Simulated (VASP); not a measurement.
Crystal: Nb.

```
Nb
1.0
    -1.65278    1.65278    1.65278
     1.65278   -1.65278    1.65278
     1.65278    1.65278   -1.65278
Nb
1
Direct
  0.00000 0.00000 0.00000
```

Program: VASP 6.6.1. Alike in all runs: task single point; no spin polarisation; cell as given; smearing fermi-dirac 0.05 eV.

Q: Order these runs on this cell by their pressure, lowest first.
A. level r2SCAN; potentials or basis VASP PAW PBE potentials, release 64 (Nb_sv); k mesh 11 × 11 × 11; cutoff (eV) 550
B. level PBE0; potentials or basis VASP PAW PBE potentials, release 64 (Nb_sv); k mesh 6 × 6 × 6; cutoff (eV) 400; grid for exact exchange (PRECFOCK) Normal; share of exact exchange 0.25
C. level LDA; potentials or basis VASP PAW LDA potentials, release 64 (Nb_sv); k mesh 11 × 11 × 11; cutoff (eV) 500

A: C (-8.7 GPa), B (-7.1 GPa), A (0.2 GPa).

Caveats: some runs use coarse meshes; the PAW data sets were made with another functional, which shifts forces and pressure a little (at least some runs); the cell stands under tension (at least some runs).
